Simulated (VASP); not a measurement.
A run of VASP 6.6.1:

The input INCAR:

```
PREC = Accurate
ENCUT = 520
EDIFF = 1E-7
ISMEAR = 0
SIGMA = 0.1
LREAL = False
LASPH = True
NELM = 100
ALGO = Normal
ISIF = 2
LWAVE = False
LCHARG = False
GGA = PE
NBANDS = 48
```

Contents of KPOINTS:

```
regular mesh
0
Gamma
  6 6 6
```

POSCAR

```
TaAg2Br6
1.0
    0.0000000000      5.1520647554      5.1520647554
    5.1520647554      0.0000000000      5.1520647554
    5.1520647554      5.1520647554      0.0000000000
Ta Ag Br
1 2 6
Direct
    0.0000000000      0.0000000000      0.0000000000
    0.2500000000      0.2500000000      0.2500000000
    0.7500000000      0.7500000000      0.7500000000
    0.7541270440      0.2458729560      0.2458729560
    0.2458729560      0.7541270440      0.2458729560
    0.2458729560      0.2458729560      0.7541270440
    0.2458729560      0.7541270440      0.7541270440
    0.7541270440      0.2458729560      0.7541270440
    0.7541270440      0.7541270440      0.2458729560
```

Potentials or basis: VASP PAW PBE potentials, release 64 (Ta_pv, Ag, Br).

Command:

```sh
$ cat potpaw_PBE.64/Ta_pv/POTCAR potpaw_PBE.64/Ag/POTCAR potpaw_PBE.64/Br/POTCAR > POTCAR
$ mpirun -np 1 vasp_std > vasp.out
```

Hardware: 1 thread of Intel(R) Xeon(R) 6975P-C (Granite Rapids), with other jobs on the host.

Problem. How long does it take, and how much memory?

Solution. It took 2.6 min on 1 thread of Intel(R) Xeon(R) 6975P-C (Granite Rapids), on a shared host, peak memory 0.48 GiB. Counts: scf iterations 15, k points 16.
